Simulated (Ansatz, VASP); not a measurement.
Two plane-wave programs on C

```xyz
4
Lattice="2.4665 0.0000 0.0000 -1.2333 2.1361 0.0000 0.0000 0.0000 8.1723" Properties=species:S:1:pos:R:3 pbc="T T T"
C     0.0000    0.0000    0.0204
C     0.0000    0.0000    4.1066
C     0.0000    1.4241    0.0204
C     1.2333    0.7120    4.1066
```

Change from the starting cell: strain -0.0400 x Voigt [0, 0, 1, 0, 0, 0], atoms carried along.

Alike in both runs: task single point; functional PBE; k mesh 24 × 24 × 6; occupations gaussian, width 0.15 eV; no spin polarisation.

|  | VASP | Ansatz |
| --- | --- | --- |
| version | VASP 6.6.1 | Ansatz 0.2.0 |
| potentials or method | VASP PAW PBE potentials, release 64 (C), cutoff 520 eV | scalar-relativistic, plane waves, PAW |
| valence electrons in the cell | 16 | 16 |

|  | VASP | Ansatz | Ansatz less VASP |
| --- | --- | --- | --- |
| gap on the k mesh at the Fermi level (eV) | none | none | - |
| pressure (GPa) | 0.4 | 0.0 | -0.37 |
| traceless stress, the component that is largest in VASP (GPa) | -0.29 | 0.14 | +0.432 |

A gap of «none» marks a metal or a gap that the smearing closes. The functional is the same, so the differences come from potentials, cutoffs and numerics.
